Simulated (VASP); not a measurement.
MoS2:

```
CELL_PARAMETERS angstrom
1.58759 0.91660 6.19394
-1.58759 0.91660 6.19394
0.00000 -1.83319 6.19394
ATOMIC_POSITIONS crystal
Mo 0.99999 0.99999 0.99999
S 0.41700 0.41700 0.41700
S 0.24968 0.24968 0.24968
```

Base run:

* Program: VASP 6.6.1
* Functional: PBEsol
* Potentials or basis: VASP PAW PBE potentials, release 64 (Mo_sv, S)
* Cutoff: 520 eV
* k mesh: 6 × 6 × 6
* Occupations: gaussian, width 0.01 eV
* Spin: no spin polarisation

Its results: band gap on the k mesh 0.93 eV (least direct gap 1.69 eV); pressure -2.5 GPa; largest force 0.143 eV/Å.

**Question.** The run is repeated on the same cell with these changes: functional from PBEsol to r2SCAN. What comes out?

**Answer.** Band gap on the k mesh 1.05 eV (least direct gap 1.80 eV); pressure 1.2 GPa; largest force 0.047 eV/Å.

Caveats: the PAW data sets were made with another functional, which shifts forces and pressure a little.

A k mesh can miss the band edges.
